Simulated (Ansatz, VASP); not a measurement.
**Two plane-wave programs on ZnS**

POSCAR

```
ZnS
1.0
    0.0000000000      2.6945131952      2.6945131952
    2.6945131952      0.0000000000      2.6945131952
    2.6945131952      2.6945131952      0.0000000000
Zn S
1 1
Direct
    0.0000000000      0.0000000000      0.0000000000
    0.6386626347      0.6386626347      0.7826099593
```

INCAR.step1

```
SYSTEM = ZnS
PREC = Accurate
ENCUT = 520
ISMEAR = 0
SIGMA = 0.05
LREAL = .FALSE.
LASPH = .TRUE.
NELM = 60
NBANDS = 16
GGA = PE
ALGO = Normal
EDIFF = 1E-4
LWAVE = .TRUE.
LCHARG = .FALSE.
```

INCAR.step2

```
SYSTEM = ZnS
PREC = Accurate
ENCUT = 520
EDIFF = 1E-7
ISMEAR = 0
SIGMA = 0.05
LREAL = .FALSE.
LASPH = .TRUE.
NELM = 60
ALGO = Normal
ISIF = 2
LWAVE = .FALSE.
LCHARG = .FALSE.
METAGGA = R2SCAN
LMIXTAU = .TRUE.
NBANDS = 16
ISTART = 1
```

Contents of KPOINTS:

```
regular mesh
0
G
  8 8 8
  0 0 0
```

Input for Ansatz:

```yaml
crystal:
  lattice:
    - [0.0, 2.6945131952, 2.6945131952]
    - [2.6945131952, 0.0, 2.6945131952]
    - [2.6945131952, 2.6945131952, 0.0]
  atoms:
    - { symbol: Zn, position: [0.0, 0.0, 0.0] }
    - { symbol: S, position: [0.6386626347, 0.6386626347, 0.7826099593] }
basis:
  ecutwfc: 500
kpoints:
  mp_grid: { grid: [8, 8, 8] }
hamiltonian:
  xc: r2scan
scf:
  occupations: { method: gaussian, width: 0.05 }
output:
  forces: true
  stress: true
  eigenvalues: true
  write_density: true
  write_potential: true
  elf: true
  volumetric_format: npy
```

Alike in both runs: task single point; functional r2SCAN; k mesh 8 × 8 × 8; occupations gaussian, width 0.05 eV; no spin polarisation.

|  | VASP | Ansatz |
| --- | --- | --- |
| version | VASP 6.6.1 | Ansatz 0.2.0 |
| potentials or method | VASP PAW PBE potentials, release 64 (Zn, S), cutoff 520 eV | scalar-relativistic, plane waves, PAW |
| valence electrons in the cell | 18 | 18 |

|  | VASP | Ansatz | Ansatz less VASP |
| --- | --- | --- | --- |
| gap on the k mesh at the Fermi level (eV) | 2.62 | 2.61 | -0.009 |
| least direct gap on the mesh (eV) | 2.67 | 2.66 | -0.010 |
| pressure (GPa) | 9.8 | 9.5 | -0.28 |
| traceless stress, the component that is largest in VASP (GPa) | -13.75 | -13.49 | +0.262 |
| rms of the force components (eV/Å) | 1.448 | 1.425 | -0.0231 |

VASP's potentials were made for PBE, not for r2SCAN. Atom by atom the forces differ by 0.024 eV/Å (rms over components). With one functional, cell and mesh, what is left measures potentials, basis and numerics.
